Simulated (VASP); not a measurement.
# Os (P6_3/mmc) in VASP: further runs, part 2 of 2

VASP 6.6.1. Earlier steps stand in the parts before.

## 3. Single point, PBE

File INCAR:

```
  PREC = Accurate
  ENCUT = 520
  EDIFF = 1E-7
  ISMEAR = -1
  SIGMA = 0.1
  LREAL = False
  LASPH = True
  NELM = 80
  ALGO = Normal
  ISIF = 2
  LWAVE = False
  LCHARG = False
  GGA = PE
  NBANDS = 15
```

File KPOINTS:

```
regular mesh
0
Gamma
  18 18 10
```

File POSCAR:

```
Os
1.0
    2.4292259199      0.0000000000      0.0000000000
   -1.2146129600      2.1037713582      0.0000000000
    0.0000000000      0.0000000000      3.8907325562
Os
2
Direct
    0.3333333333      0.6666666667      0.2500000000
    0.6666666667      0.3333333333      0.7500000000
```

Potentials or basis: VASP PAW PBE potentials, release 64 (Os).

On the command line:

```console
> cat potpaw_PBE.64/Os/POTCAR > POTCAR
> mpirun -np 1 vasp_std > vasp.out
```

Run time: 25 s. Hardware: 1 thread of Intel Xeon 6975P-C (Granite Rapids), shared host; peak memory 0.17 GiB.

The run converged. Its results:

| Item | Value |
| --- | --- |
| Free energy | -15.8386 eV |
| Pressure | 346.8 GPa |
| Band gap on the k mesh | zero (bands 8 and 9 overlap by 6.85 eV) |

Stress tensor (GPa, compression positive):
```
347.05   0.00   0.00
  0.00 347.05   0.00
  0.00   0.00 346.42
```

Levels at points of the mesh, in eV from the Fermi level:
| k point | band 4 | band 5 | band 6 | band 7 | band 8 | band 9 | band 10 | band 11 | band 12 | band 13 |
| --- | --- | --- | --- | --- | --- | --- | --- | --- | --- | --- |
| (0.00, 0.00, 0.00) | -5.13 | -4.92 | -3.72 | -3.72 | -2.41 | -2.41 | 0.48 | 2.66 | 2.66 | 13.18 |
| (0.50, 0.00, 0.00) | -5.76 | -3.98 | -3.44 | -2.94 | 3.76 | 4.66 | 4.70 | 7.49 | 9.05 | 13.24 |
| (0.00, 0.00, 0.50) | -5.40 | -5.34 | -5.34 | -5.34 | -5.34 | 1.56 | 1.56 | 1.56 | 1.56 | 13.31 |
| (0.50, 0.00, 0.50) | -8.82 | -1.97 | -1.97 | 0.23 | 0.23 | 4.30 | 4.30 | 5.44 | 5.44 | 13.59 |

Caveat: the cell stands under pressure; spin-orbit coupling is left out, which moves the levels of the heavy elements.

## 4. Relaxation of cell and atoms, PBE, target pressure 330 GPa, at which the enthalpy is minimised

File INCAR:

```
PREC = Accurate
ENCUT = 600
EDIFF = 1E-6
ISMEAR = -1
SIGMA = 0.1
LREAL = False
LASPH = True
NELM = 60
ALGO = Normal
ISIF = 3
LWAVE = False
LCHARG = False
GGA = PE
IBRION = 2
NSW = 32
EDIFFG = -0.005
PSTRESS = 3300.0
```

KPOINTS is that of step 3.

File POSCAR:

```
Os
1.0
    2.4298154507      0.0000000000      0.0000000000
   -1.2149077254      2.1042819068      0.0000000000
    0.0000000000      0.0000000000      3.8916702959
Os
2
Direct
    0.3333333333      0.6666666667      0.2500000000
    0.6666666667      0.3333333333      0.7500000000
```

Potentials or basis: VASP PAW PBE potentials, release 64 (Os).

On the command line:

```console
> cat potpaw_PBE.64/Os/POTCAR > POTCAR
> mpirun -np 1 vasp_std > vasp.out
```

OUTCAR:

```text
PREC = Accurate
   ENCUT = 600
   EDIFF = 1E-6
   ISMEAR = -1
   LREAL = False
   LASPH = True
   NELM = 60
   ISIF = 3
   GGA = PE
   IBRION = 2
   NSW = 32
   EDIFFG = -0.005
   PSTRESS = 3300.0

 ion  position               nearest neighbor table
   1  0.333  0.667  0.250-   2 2.40   2 2.40   2 2.40   2 2.40   2 2.40   2 2.40
   2  0.667  0.333  0.750-   1 2.40   1 2.40   1 2.40   1 2.40   1 2.40   1 2.40

  LATTYP: Found a hexagonal cell.
 ALAT       =     2.4298154507
 C/A-ratio  =     1.6016320477

  Lattice vectors:

 A1 = (   2.4298154507,   0.0000000000,   0.0000000000)
 A2 = (  -1.2149077254,   2.1042819068,   0.0000000000)
 A3 = (   0.0000000000,   0.0000000000,   3.8916702959)

Analysis of symmetry for initial positions (statically):
[... 495 lines left out ...]
 Fermi energy:        15.3891074674

 k-point     1 :       0.0000    0.0000    0.0000
  band No.  band energies     occupation
      1       1.3104      2.00000
      2       3.7874      2.00000
      3      10.3348      2.00000
      4      10.3348      2.00000
      5      10.5525      2.00000
      6      11.7240      2.00000
      7      11.7240      2.00000
      8      13.0116      2.00000
      9      13.0116      2.00000
     10      15.8372      0.02238
     11      18.0176      0.00000
     12      18.0176      0.00000
[... 331 lines left out ...]
 k-point    24 :       0.3889    0.1111    0.0000
  band No.  band energies     occupation
      1       4.6679      2.00000
      2       5.2443      2.00000
      3       5.8808      2.00000
      4       9.6203      2.00000
      5      10.9218      2.00000
      6      11.4048      2.00000
      7      12.3966      2.00000
      8      18.0159      0.00000
      9      18.8296      0.00000
     10      19.5044      0.00000
     11      22.0900      0.00000
     12      26.2787      0.00000

 [... further k-points ...]

------------------------ aborting loop because EDIFF is reached ----------------------------------------

  FORCE on cell =-STRESS in cart. coord.  units (eV):
  Direction    XX          YY          ZZ          XY          YZ          ZX
  --------------------------------------------------------------------------------------
  -------------------------------------------------------------------------------------
  Total       41.3620740     41.3620740     41.3643157     -0.0000000     -0.0000000      0.0000000
  in kB     3300.1955029   3300.1955028   3300.3743645     -0.0000001     -0.0000000      0.0000000
  external PRESSURE =       0.2551234 kB  Pullay stress =    3300.0000000 kB
[... 21 lines left out ...]
  energy  without entropy=      -16.2243691673  energy(sigma->0) =      -16.23816737

  enthalpy is  TOTEN    =        25.1076581762 eV   P V=       41.3596237413

 reached required accuracy - stopping structural energy minimisation
```

CONTCAR:

```text
Os
   1.00000000000000
     2.4377416867060644   -0.0000000000220416    0.0000000000000000
    -1.2188708434222835    2.1111462285378235    0.0000000000000000
     0.0000000000000000    0.0000000000000000    3.9018199228455059
  Os
     2
Direct
     0.3333333332999970    0.6666666667000030    0.2500000000000000
     0.6666666667000030    0.3333333332999970    0.7500000000000000

  0.00000000E+00  0.00000000E+00  0.00000000E+00
  0.00000000E+00  0.00000000E+00  0.00000000E+00
```

It took 93 s on 1 thread of Intel Xeon 6975P-C (Granite Rapids), shared host; peak memory 0.2 GiB.

What came out:

| Quantity | Value |
| --- | --- |
| Free energy | -16.2520 eV |
| Relaxed volume | 10.04 Å³/atom |
| Relaxed cell | a = 2.438 Å, b = 2.438 Å, c = 3.902 Å, α = 90.00°, β = 90.00°, γ = 120.00° |
| Space group after relaxing (to 0.1 Å) | P6_3/mmc (No. 194) |
| Energy change on relaxing (the run minimises the enthalpy) | -192.1 meV/atom |
| Ionic steps | 9 |
| Pressure after relaxing | 330.0 GPa |
| Band gap on the k mesh | zero (bands 8 and 9 overlap by 6.74 eV) |

Step by step:
```csv
step,energy change (eV),largest force (eV/Å),pressure (GPa),volume (Å³)
1,0.0000,0.0000,345.65,19.90
2,-4.4048,0.0000,155.52,22.83
3,-0.4141,0.0000,328.78,20.09
4,-0.3848,0.0000,329.98,20.08
5,-0.3772,0.0000,330.24,20.08
6,-0.3791,0.0000,330.28,20.08
7,-0.3778,0.0000,330.29,20.08
8,-0.4520,0.0000,327.25,20.11
9,-0.3842,0.0000,330.03,20.08
```

Final structure:
```cif
data_structure
_symmetry_space_group_name_H-M 'P 1'
_symmetry_Int_Tables_number 1
_cell_length_a 2.4377
_cell_length_b 2.4377
_cell_length_c 3.9018
_cell_angle_alpha 90.000
_cell_angle_beta 90.000
_cell_angle_gamma 120.000
_cell_volume 20.08
loop_
_atom_site_label
_atom_site_type_symbol
_atom_site_fract_x
_atom_site_fract_y
_atom_site_fract_z
_atom_site_occupancy
Os1 Os 0.33333 0.66667 0.25000 1
Os2 Os 0.66667 0.33333 0.75000 1
```

Caveat: the cell is relaxed towards a set pressure, so the run minimises the enthalpy, not the energy; spin-orbit coupling is left out, which moves the levels of the heavy elements.

## 5. The runs side by side

| task | cell | cutoff (eV) | gap on the mesh (eV) | pressure (GPa) |
| --- | --- | --- | --- | --- |
| single point | a = 2.430, b = 2.430, c = 3.892 Å, angles 90.0, 90.0, 120.0°, 2 atoms | 520 | none | 345.6 |
| single point | a = 2.429, b = 2.429, c = 3.891 Å, angles 90.0, 90.0, 120.0°, 2 atoms | 520 | none | 346.8 |
| relaxation of cell and atoms | relaxed to 330 GPa from a = 2.430, b = 2.430, c = 3.892 Å, angles 90.0, 90.0, 120.0°, 2 atoms | 600 | none | 330.0 |

Alike in all rows: level PBE; potentials or basis VASP PAW PBE potentials, release 64 (Os); no spin polarisation; k mesh 18 × 18 × 10; smearing fermi-dirac 0.1 eV.

Caveats: spin-orbit coupling is left out, which moves the levels of the heavy elements; the cell stands under pressure (at least some runs); the cell is relaxed towards a set pressure, so the run minimises the enthalpy, not the energy (at least some runs).

Total energies depend on the potentials used, so only differences within one code and one set of settings carry meaning.
